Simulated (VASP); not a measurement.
# TePb (Fm-3m) in VASP: single point with PBEsol-based screened hybrid with 25 % exact exchange

Aim: the single point of TePb with PBEsol-based screened hybrid with 25 % exact exchange.

Program: VASP 6.6.1. These are calculated values, not measurements. Logs are shortened: lines on timing, memory, paths and dates and some standing lists are left out, and cuts for length are marked.

## (1) The cell of the first run

Symmetry: Fm-3m, No. 225, cubic system. The conventional cell has a = 6.462 Å, b = 6.462 Å, c = 6.462 Å, α = 90.00°, β = 90.00°, γ = 90.00°. Pb (site symmetry m-3m) has 6 Te at 3.23 Å within 4.3 Å. Within 4.3 Å of Te (site symmetry m-3m) lie 6 Pb at 3.23 Å.

## (2) Single point, PBEsol-based screened hybrid with 25 % exact exchange

POSCAR reads:

```
TePb
1.0
    0.0000000000      3.2310000000      3.2310000000
    3.2310000000      0.0000000000      3.2310000000
    3.2310000000      3.2310000000      0.0000000000
Pb Te
1 1
Direct
    0.0000000000      0.0000000000      0.0000000000
    0.5000000000      0.5000000000      0.5000000000
```

INCAR.step1 reads:

```
SYSTEM = TePb
  PREC = Accurate
  ENCUT = 520
  EDIFF = 1E-5
  ISMEAR = -1
  SIGMA = 0.05
  LREAL = .False.
  LASPH = .True.
  NELM = 60
  ALGO = Normal
  ISIF = 2
  LWAVE = .True.
  NBANDS = 17
  GGA = PE
```

INCAR.step2 reads:

```
SYSTEM = TePb
  PREC = Accurate
  ENCUT = 520
  EDIFF = 1E-7
  ISMEAR = -1
  SIGMA = 0.05
  LREAL = .False.
  LASPH = .True.
  NELM = 60
  ALGO = Normal
  ISIF = 2
  LWAVE = .False.
  LCHARG = .True.
  GGA = PS
  LHFCALC = .True.
  AEXX = 0.25
  HFSCREEN = 0.207
  PRECFOCK = Normal
  LELF = .True.
  LVHAR = .True.
  NBANDS = 17
  ISTART = 1
```

KPOINTS reads:

```
regular mesh
0
Gamma
  4 4 4
  0 0 0
```

Potentials or basis: VASP PAW PBE potentials, release 64 (Pb_d, Te).

Started as:

```
cat potpaw_PBE.64/Pb_d/POTCAR potpaw_PBE.64/Te/POTCAR > POTCAR
cp INCAR.step1 INCAR
mpirun -np 1 vasp_std > vasp.out
cp INCAR.step2 INCAR
mpirun -np 1 vasp_std > vasp.out
```

OUTCAR:

```text
SYSTEM = TePb
   PREC = Accurate
   ENCUT = 520
   EDIFF = 1E-7
   ISMEAR = -1
   LREAL = .False.
   LASPH = .True.
   NELM = 60
   ISIF = 2
   GGA = PS
   LHFCALC = .True.
   AEXX = 0.25
   HFSCREEN = 0.207
   PRECFOCK = Normal
   ISTART = 1

 ion  position               nearest neighbor table
   1  0.000  0.000  0.000-   2 3.23   2 3.23   2 3.23   2 3.23   2 3.23   2 3.23
   2  0.500  0.500  0.500-   1 3.23   1 3.23   1 3.23   1 3.23   1 3.23   1 3.23

  LATTYP: Found a face centered cubic cell.
 ALAT       =     6.4620000000

  Lattice vectors:

 A1 = (   0.0000000000,   3.2310000000,   3.2310000000)
 A2 = (   3.2310000000,   0.0000000000,   3.2310000000)
 A3 = (   3.2310000000,   3.2310000000,   0.0000000000)

Analysis of symmetry for initial positions (statically):
=====================================================================
 Subroutine PRICEL returns:
 Original cell was already a primitive cell.

 Routine SETGRP: Setting up the symmetry group for a
 face centered cubic supercell.

 Subroutine GETGRP returns: Found 48 space group operations
 (whereof 48 operations were pure point group operations)
 out of a pool of 48 trial point group operations.

The static configuration has the point symmetry O_h .

Analysis of symmetry for dynamics (positions and initial velocities):
=====================================================================
 Subroutine PRICEL returns:
 Original cell was already a primitive cell.

 Routine SETGRP: Setting up the symmetry group for a
 face centered cubic supercell.

 Subroutine GETGRP returns: Found 48 space group operations
 (whereof 48 operations were pure point group operations)
 out of a pool of 48 trial point group operations.

The dynamic configuration has the point symmetry O_h .

 Subroutine INISYM returns: Found 48 space group operations
 (whereof 48 operations are pure point group operations),
 and found     1 'primitive' translations

----------------------------------------------------------------------------------------

                                     Primitive cell

  volume of cell :      67.4592

  direct lattice vectors                    reciprocal lattice vectors
     0.000000000  3.231000000  3.231000000    -0.154750851  0.154750851  0.154750851
     3.231000000  0.000000000  3.231000000     0.154750851 -0.154750851  0.154750851
     3.231000000  3.231000000  0.000000000     0.154750851  0.154750851 -0.154750851

[... 72 lines left out ...]
   ISIF   =      2    stress and relaxation
   ISYM   =      3    0-nonsym 1-usesym 2-fastsym
   POTIM  = 0.5000    time-step for ionic-motion
   TEBEG  =    0.0;   TEEND  =   0.0 temperature during run
   PSTRESS=    0.0 pullay stress
   NELECT =      20.0000    total number of electrons
   NUPDOWN=      -1.0000    fix difference up-down
   EMIN   =  10.00;   EMAX   =-10.00  energy-range for DOS
   EFERMI =   0.00;   METHOD = LEGACY
   ISMEAR =    -1;   SIGMA  =   0.05  broadening in eV -4-tet -1-fermi 0-gaus
   EFERMI_NEDOS =   21; number of points for ismear=-14 and -15
   IALGO  =     38    algorithm
   IMIX   =      1    mixing-type and parameters
     AMIX     =   0.40;   BMIX     =  1.00
     AMIX_MAG =   1.60;   BMIX_MAG =  1.00
  volume/ion in A,a.u.               =      33.73       227.62
  Fermi-wavevector in a.u.,A,eV,Ry     =   1.091619  2.062861 16.213147  1.191633
  Thomas-Fermi vector in A             =   2.227868
   LORBIT       =      0    0 simple, 1 ext, 2 COOP (PROOUT), +10 PAW based schemes
   GGA     = PS    functional components
   LHFCALC =     T    Hartree Fock is set to
   PRECFOCK=normal    Normal, Fast or Accurate (Low or Medium for compatibility)
   ENCUT4O =  -1.0   cutoff for four orbital integrals eV
   NKREDX  =     1    reduce k-point grid by
   NKREDY  =     1    reduce k-point grid by
   NKREDZ  =     1    reduce k-point grid by
   AEXX    =    0.2500 exact exchange contribution
   HFSCREEN=    0.2070 screening length (either q_TF or 0.3 A-1)
   HFSCREENC=   0.2070 screening length for correlation (either q_TF or 0.3 A-1)
   ENCUTFOCK=  -1.0 apply spherical cutoff to Coloumb kernel
   IVDW    =     0    specifies the selected vdW correction
   LEPSILON=     F    determine dielectric tensor
   LRPA    =     F    only Hartree local field effects (RPA)
 non-spin polarized calculation
  energy-cutoff  :      520.00
  volume of cell :       67.46
 maximum number of plane-waves:      1837
 NGX is ok and might be reduce to    36
  NGX = 28; NGY = 28; NGZ = 28

 number of electron      20.0000003 magnetization

 Free energy of the ion-electron system (eV)
  ---------------------------------------------------
  ext. energy  EPLUGINS =         0.00000000
  ---------------------------------------------------
  free energy    TOTEN  =        -9.48140616 eV

  energy without entropy =       -9.48140075  energy(sigma->0) =       -9.48140345

 E-fermi :   5.7502     XC(G=0):  -7.8711

 val. band max:        5.2423139930   @ k =   0.5000   0.0000   0.0000
 cond. band min:       6.2580174173   @ k =   0.5000   0.0000   0.0000
 fundamental gap:      1.0157034244
 Fermi energy:         5.7501692251

 k-point     1 :       0.0000    0.0000    0.0000
  band No.  band energies     occupation
      1     -13.2559      2.00000
      2     -13.2559      2.00000
      3     -13.2358      2.00000
      4     -13.2358      2.00000
      5     -13.2358      2.00000
      6      -8.0614      2.00000
[... 137 lines left out ...]
      4     -13.2283      2.00000
      5     -13.2093      2.00000
      6      -6.0057      2.00000
[... 9 lines left out ...]
     16      17.1260      0.00000
     17      17.1946      0.00000

------------------------ aborting loop because EDIFF is reached ----------------------------------------

  FORCE on cell =-STRESS in cart. coord.  units (eV):
  Direction    XX          YY          ZZ          XY          YZ          ZX
  --------------------------------------------------------------------------------------
  -------------------------------------------------------------------------------------
  Total       -0.2916278     -0.2916278     -0.2916278     -0.0000000     -0.0000000      0.0000000
  in kB       -6.9262577     -6.9262577     -6.9262577     -0.0000000     -0.0000000      0.0000000
  external PRESSURE =      -6.9262577 kB  Pullay stress =       0.0000000 kB

 VOLUME and BASIS-vectors are now :
 -----------------------------------------------------------------------------
  energy-cutoff  :      520.00
  volume of cell :       67.46
      direct lattice vectors                 reciprocal lattice vectors
     0.000000000  3.231000000  3.231000000    -0.154750851  0.154750851  0.154750851
     3.231000000  0.000000000  3.231000000     0.154750851 -0.154750851  0.154750851
     3.231000000  3.231000000  0.000000000     0.154750851  0.154750851 -0.154750851

 POSITION                                       TOTAL-FORCE (eV/Angst)
 -----------------------------------------------------------------------------------
      0.00000      0.00000      0.00000        -0.000000      0.000000     -0.000000
      3.23100      3.23100      3.23100         0.000000      0.000000      0.000000
 -----------------------------------------------------------------------------------
    total drift:                               -0.000001     -0.000002     -0.000002

  FREE ENERGIE OF THE ION-ELECTRON SYSTEM (eV)
  ---------------------------------------------------
  free  energy   TOTEN  =        -9.4814061594 eV

  energy  without entropy=       -9.4814007472  energy(sigma->0) =       -9.48140345
```

OSZICAR.step1:

```text
N       E                     dE             d eps       ncg     rms          rms(c)
DAV:   1     0.144410492133E+03    0.14441E+03   -0.90628E+03   272   0.114E+03
DAV:   2     0.194509357603E+01   -0.14247E+03   -0.13565E+03   297   0.292E+02
DAV:   3    -0.736887883807E+01   -0.93140E+01   -0.92668E+01   344   0.793E+01
DAV:   4    -0.760895810196E+01   -0.24008E+00   -0.23997E+00   342   0.140E+01
DAV:   5    -0.761628687743E+01   -0.73288E-02   -0.73283E-02   414   0.218E+00    0.340E+00
DAV:   6    -0.749554800532E+01    0.12074E+00   -0.27007E-01   357   0.361E+00    0.209E+00
DAV:   7    -0.749218313908E+01    0.33649E-02   -0.90038E-02   365   0.145E+00    0.946E-01
DAV:   8    -0.749392649171E+01   -0.17434E-02   -0.10956E-02   364   0.105E+00    0.171E-01
DAV:   9    -0.749374117529E+01    0.18532E-03   -0.15120E-03   426   0.413E-01    0.788E-02
DAV:  10    -0.749378791667E+01   -0.46741E-04   -0.16511E-04   348   0.947E-02    0.196E-02
DAV:  11    -0.749379280015E+01   -0.48835E-05   -0.36717E-05   372   0.488E-02
   1 F= -.74937928E+01 E0= -.74937592E+01  d E =-.672732E-04
```

Run time: 20 min. Hardware: 1 thread of Intel Xeon Platinum 8375C at 2.90GHz (Ice Lake), shared host; peak memory 0.32 GiB.

What came out:

```
Free energy            : -9.4814 eV
Pressure               : -0.7 GPa
Band gap on the k mesh : 1.02 eV
```

Levels at points of the mesh, in eV from the valence-band top:
```csv
k point,band 8,band 9,band 10,band 11,band 12,band 13
"(0.00, 0.00, 0.00)",-1.58,-1.58,-1.58,4.72,4.72,4.72
"(0.50, 0.00, 0.00)",-1.10,-1.10,0.00,1.02,1.61,1.61
"(0.50, 0.50, 0.00)",-5.10,-3.19,-3.19,3.65,6.24,6.24
```

Caveat: the k points lie up to 0.42 Å⁻¹ apart; the PAW data sets were made with another functional, which shifts forces and pressure a little; spin-orbit coupling is left out, which moves the levels of the heavy elements. A k mesh can miss the band edges.
